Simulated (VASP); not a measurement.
Cr: relaxation of cell and atoms with PBE

The system is Cr.

```
Cr
1.0
    -1.42485    1.42485    1.42485
     1.42485   -1.42485    1.42485
     1.42485    1.42485   -1.42485
Cr
1
Cartesian
  0.0000 0.0000 0.0000
```

```yaml
Program: VASP 6.6.1
Task: relaxation of cell and atoms
Functional: PBE
Potentials_or_basis: VASP PAW PBE potentials, release 64 (Cr_pv)
Cutoff: 600 eV
k_mesh: 20 × 20 × 20
Occupations: gaussian, width 0.1 eV
Spin: no spin polarisation
Dipole_correction: no
Further_INCAR_settings: ALGO = Normal; EDIFF = 1e-07; IBRION = 2; EDIFFG = -0.005; NSW = 100; ISIF = 3
```

```
Relaxed volume                         : 11.52 Å³/atom
Relaxed cell                           : a = 2.465 Å, b = 2.465 Å, c = 2.465 Å, α = 109.47°, β = 109.47°, γ = 109.47°
Space group after relaxing (to 0.05 Å) : Im-3m (No. 229)
Energy gained by relaxing              : 0.2 meV/atom
Ionic steps                            : 3
Pressure after relaxing                : 0.0 GPa
Band gap on the k mesh                 : zero (band 6 reaches 13.46 eV, above the bottom of band 7 at 10.09 eV)
```

Step by step:
| step | energy change (eV) | largest force (eV/Å) | pressure (GPa) | volume (Å³) |
| --- | --- | --- | --- | --- |
| 1 | 0.0000 | 0.0000 | -1.07 | 11.57 |
| 2 | 0.0003 | 0.0000 | 1.87 | 11.44 |
| 3 | -0.0002 | 0.0000 | 0.01 | 11.52 |

Final structure:
```xyz
1
Lattice="-1.4229 1.4229 1.4229 1.4229 -1.4229 1.4229 1.4229 1.4229 -1.4229" Properties=species:S:1:pos:R:3 pbc="T T T"
Cr    0.0000    0.0000    0.0000
```

Levels at points of the mesh, in eV from the Fermi level:
```csv
k point,band 3,band 4,band 5,band 6,band 7,band 8,band 9,band 10
"(0.00, 0.00, 0.00)",-42.74,-7.88,-0.93,-0.93,-0.93,1.13,1.13,7.09
"(0.50, 0.00, 0.00)",-42.75,-4.46,-2.48,1.10,1.13,1.47,2.83,7.08
"(0.50, 0.50, 0.50)",-43.37,-4.34,-4.34,2.43,2.43,2.43,7.09,10.61
```

It took 48 s on 1 thread of Intel Xeon 6975P-C, on a shared host, peak memory 0.16 GiB.

Caveat: the run has no spin polarisation, though such a crystal can be magnetic. Spin polarisation is off, so any magnetic state and its effect on volume and gap are missing.
